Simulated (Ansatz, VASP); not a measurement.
# TaSi2 in VASP and in Ansatz

```
Ta Si
1.0
    -1.84471    1.84471    6.41401
     1.84471   -1.84471    6.41401
     1.84471    1.84471   -6.41401
Ta Si
2 4
Direct
  0.00000 0.00000 0.00000
  0.75000 0.25000 0.50000
  0.41650 0.41650 0.00000
  0.16650 0.66650 0.50000
  0.33350 0.83350 0.50000
  0.58350 0.58350 0.00000
```

Alike in both runs: task single point; functional PBE; k mesh 8 × 8 × 8; occupations gaussian, width 0.1 eV; no spin polarisation.

|  | VASP | Ansatz |
| --- | --- | --- |
| version | VASP 6.6.1 | Ansatz 0.2.0 |
| potentials or method | VASP PAW PBE potentials, release 64 (Ta_pv, Si), cutoff 520 eV | scalar-relativistic, plane waves, PAW |
| valence electrons in the cell | 38 | 42 |

Ansatz gave:

```
gap on the k mesh at the Fermi level (eV)                     : none
pressure (GPa)                                                : 15.6
traceless stress, the component that is largest in VASP (GPa) : 12.89
rms of the force components (eV/Å)                            : 0.076
```

Task: Estimate VASP's values.

Result: gap on the k mesh at the Fermi level (eV): none; pressure (GPa): 15.5; traceless stress, the component that is largest in VASP (GPa): 12.79; rms of the force components (eV/Å): 0.076.

Atom by atom the forces differ by 0.000 eV/Å (rms over components). A gap of «none» marks a metal or a gap that the smearing closes. VASP's potentials hold 38 valence electrons a cell and Ansatz's 42, so a difference there can come from the potentials and not from the codes.

Spin-orbit coupling is off throughout.
